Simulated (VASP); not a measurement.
Set up this calculation in VASP 6.6.1, as the native input.

```
Task                   : electric field gradients
Functional             : r2SCAN
Potentials or basis    : VASP PAW PBE potentials, release 64 (Si)
Cutoff                 : 520 eV
k mesh                 : 16 × 16 × 16
Occupations            : fermi-dirac, width 0.08 eV
Spin                   : no spin polarisation
Dipole correction      : no
Further INCAR settings : ALGO = Normal; EDIFF = 1e-08; NBANDS = 11
```

The system is Si.

```
CELL_PARAMETERS angstrom
-2.39913 2.37919 1.32927
2.37919 -2.39913 1.32927
2.36356 2.36356 -1.36484
ATOMIC_POSITIONS crystal
Si 0.25000 0.75000 0.50000
Si 0.50000 0.50000 0.00000
```

This cell differs from its parent crystal: equal xy, yz and zx shear strains of -1.5 %.

The input as run:

POSCAR

```
Si
1.0
   -2.3991270872      2.3791881064      1.3292653899
    2.3791881064     -2.3991270872      1.3292653899
    2.3635565026      2.3635565026     -1.3648359745
Si
2
Direct
    0.2500000000      0.7500000000      0.5000000000
    0.5000000000      0.5000000000      0.0000000000
```

INCAR.step1

```
ALGO = Normal
EDIFF = 1E-4
ENCUT = 520
GGA = PE
ISMEAR = -1
LASPH = True
LCHARG = False
LREAL = False
LWAVE = True
NBANDS = 11
NELM = 80
PREC = Accurate
SIGMA = 0.08
```

INCAR.step2

```
ALGO = Normal
EDIFF = 1E-8
ENCUT = 520
ISIF = 2
ISMEAR = -1
ISTART = 1
LASPH = True
LCHARG = False
LEFG = True
LMIXTAU = True
LREAL = False
LWAVE = False
METAGGA = R2SCAN
NBANDS = 11
NELM = 80
PREC = Accurate
SIGMA = 0.08
```

KPOINTS

```
k-points
0
Gamma
  16 16 16
```

Potentials or basis: VASP PAW PBE potentials, release 64 (Si).

Command:

```sh
$ cat potpaw_PBE.64/Si/POTCAR > POTCAR
$ cp INCAR.step1 INCAR
$ mpirun -np 1 vasp_std > vasp.out
$ cp INCAR.step2 INCAR
$ mpirun -np 1 vasp_std > vasp.out
```

Results of the run:

| Item | Value |
| --- | --- |
| Pressure | 2.4 GPa |
| Largest force | 0.044 eV/Å |
| Band gap on the k mesh | zero (bands 4 and 5 overlap by 6.82 eV) |
| Largest electric field gradient by atom | Si +20.6 V/Å² |

Caveat: the cell differs from its parent crystal (equal xy, yz and zx shear strains of -1.5 %); without QUAD_EFG the Cq values of the log hold for a quadrupole moment of 1 mb, not for the nuclei; the PAW data sets were made with another functional, which shifts forces and pressure a little.

It took 19 min on 1 thread of Intel Xeon 8259CL, on a shared host, peak memory 0.39 GiB.
